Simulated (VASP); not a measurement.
Runs of VASP 6.6.1 on NaI. Symmetry: F-43m, No. 216, cubic system. Conventional cell: a = 7.086 Å, b = 7.086 Å, c = 7.086 Å, α = 90.00°, β = 90.00°, γ = 90.00°. Within 4.0 Å of Na (site symmetry -43m) lie 4 I at 3.07 Å. I (site symmetry -43m) has 4 Na at 3.07 Å within 4.0 Å. 

```tsv
level	k mesh	smearing	grid for exact exchange (PRECFOCK)	share of exact exchange	screening parameter	gap on the mesh (eV)	pressure (GPa)
r2SCAN50	4 × 4 × 4	gaussian 0.01 eV	Normal	0.5	-	7.22	(b)
PBE-based global hybrid with 10 % exact exchange	4 × 4 × 4	gaussian 0.01 eV	Normal	0.1	-	(a)	0.3
r2SCAN	4 × 4 × 4	fermi-dirac 0.001 eV	-	-	-	4.42	-0.1
r2SCAN	4 × 4 × 4	gaussian 0.01 eV	-	-	-	4.42	-0.1
r2SCAN	4 × 4 × 4	gaussian 0.001 eV	-	-	-	4.42	-0.1
PBE-based screened hybrid with 100 % exact exchange	4 × 4 × 4	gaussian 0.01 eV	Normal	1	0.1 1/Å	9.33	-0.4
r2SCAN	4 × 4 × 4	tetrahedron	-	-	-	4.42	-0.1
r2SCAN	4 × 4 × 4	methfessel-paxton 0.2 eV	-	-	-	4.43	-0.1
r2SCAN	4 × 4 × 4, shifted	gaussian 0.01 eV	-	-	-	4.79	-0.1
```

Alike in all rows: task single point; potentials or basis VASP PAW PBE potentials, release 64 (Na_pv, I); no spin polarisation; cell as given; cutoff (eV) 520.

Question: Estimate the missing entries.

Answer: (a) 4.49; (b) -0.2.

Caveats: the structure was generated, so it needn't be the stable form of NaI; the PAW data sets were made with another functional, which shifts forces and pressure a little; spin-orbit coupling is left out, which moves the levels of the heavy elements; a shifted mesh leaves out Γ, where band edges can lie (at least some runs).

A k mesh can miss the band edges, and the runs leave out spin-orbit coupling on I.
